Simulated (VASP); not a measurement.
Here is a VASP 6.6.1 calculation.

INCAR

```
ALGO = Normal
EDIFF = 1E-7
EDIFFG = -0.002
ENCUT = 600
GGA = CA
IBRION = 2
ISIF = 3
ISMEAR = 0
LASPH = True
LCHARG = False
LREAL = False
LWAVE = False
NELM = 100
NSW = 100
PREC = Accurate
SIGMA = 0.1
```

File KPOINTS:

```
k-points
0
Gamma
  10 10 10
```

POSCAR

```
GaAs
1.0
    0.0000000000      2.8750910500      2.8750910500
    2.8750910500      0.0000000000      2.8750910500
    2.8750910500      2.8750910500      0.0000000000
Ga As
1 1
Direct
    0.0000000000      0.0000000000      0.0000000000
    0.7500000000      0.7500000000      0.7500000000
```

Potentials or basis: VASP PAW LDA potentials, release 64 (Ga_d, As).

The run is started by

```sh
$ cat potpaw_LDA.64/Ga_d/POTCAR potpaw_LDA.64/As/POTCAR > POTCAR
$ mpirun -np 1 vasp_std > vasp.out
```

Question: Estimate the space group after relaxing (to 0.05 Å).

Answer: F-43m (No. 216).

Question: Predict the relaxed volume.

Answer: 22.07 Å³/atom.

Question: What does it give for the band gap on the k mesh?

Answer: 0.51 eV, direct.

Final structure:
```
Ga As
1.0
     0.00000    2.80522    2.80522
     2.80522    0.00000    2.80522
     2.80522    2.80522    0.00000
Ga As
1 1
Cartesian
  0.0000 0.0000 0.0000
  4.2078 4.2078 4.2078
```

A k mesh can miss the band edges.
